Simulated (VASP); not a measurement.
Write the native input for VASP 6.6.1 that does the following.

```yaml
Task: single point
Functional: LDA
Potentials_or_basis: VASP PAW LDA potentials, release 64 (Mo_sv, S)
Cutoff: 520 eV
k_mesh: 10 × 10 × 3
Occupations: fermi-dirac, width 0.03 eV
Spin: no spin polarisation
Dipole_correction: no
Further_INCAR_settings: ALGO = Normal; EDIFF = 1e-07; NBANDS = 35
```

The structure of MoS2 lies in POSCAR:

```
MoS2
1.0
    3.1182801267      0.0000000000      0.0000000000
   -1.5591400634      2.7005098059      0.0000000000
    0.0000000000      0.0000000000     12.1288309816
Mo S
2 4
Direct
    0.3333333333      0.6666666667      0.2500000000
    0.6666666667      0.3333333333      0.7500000000
    0.3333333333      0.6666666667      0.6275000000
    0.6666666667      0.3333333333      0.1275000000
    0.3333333333      0.6666666667      0.8725000000
    0.6666666667      0.3333333333      0.3725000000
```

One way to write it, as run:

INCAR

```
PREC = Accurate
ENCUT = 520
EDIFF = 1E-7
ISMEAR = -1
SIGMA = 0.03
LREAL = False
LASPH = True
NELM = 100
ALGO = Normal
ISIF = 2
LWAVE = False
LCHARG = False
NBANDS = 35
```

KPOINTS

```
regular mesh
0
Gamma
  10 10 3
```

Potentials or basis: VASP PAW LDA potentials, release 64 (Mo_sv, S).

Command:

```bash
$ cat potpaw_LDA.64/Mo_sv/POTCAR potpaw_LDA.64/S/POTCAR > POTCAR
$ mpirun -np 1 vasp_std > vasp.out
```

It gave:

```yaml
Pressure: 8.4 GPa
Largest_force: 1.554 eV/Å
Band_gap_on_the_k_mesh: 0.84 eV (least direct gap 1.97 eV)
```

Caveat: the cell stands under pressure; an odd mesh through Γ misses points on the zone boundary, where band edges can lie; forces of over 1 eV/Å act on the atoms, so gaps and moduli don't describe the material at rest.

Run time: 2.5 min on 1 thread of Intel Xeon 8259CL, with other jobs on the host, peak memory 0.23 GiB.
